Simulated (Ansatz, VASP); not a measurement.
**Mo: VASP beside Ansatz**

```xyz
1
Lattice="-1.5838 1.5838 1.5838 1.5838 -1.5838 1.5838 1.5838 1.5838 -1.5838" Properties=species:S:1:pos:R:3 pbc="T T T"
Mo    0.0000    0.0000    0.0000
```

Alike in both runs: functional RPBE; k mesh 7 × 7 × 7; occupations fermi-dirac, width 0.05 eV; no spin polarisation.

|  | VASP | Ansatz |
| --- | --- | --- |
| version | VASP 6.6.1 | Ansatz 0.2.0 |
| potentials or method | VASP PAW PBE potentials, release 64 (Mo_sv) | Ansatz PAW |
| plane-wave cutoff (eV) | 520 | 420 |
| valence electrons in the cell | 14 | 14 |
| task | single point | band structure |

|  | VASP | Ansatz | Ansatz less VASP |
| --- | --- | --- | --- |
| gap on the k mesh at the Fermi level (eV) | none | none | - |
| pressure (GPa) | 2.9 | 2.4 | -0.51 |

VASP's potentials were made for PBE, not for RPBE. A gap of «none» marks a metal or a gap that the smearing closes. The functional is the same, so the differences come from potentials, cutoffs and numerics.

The k mesh is coarse, so the values compare programs but aren't converged.
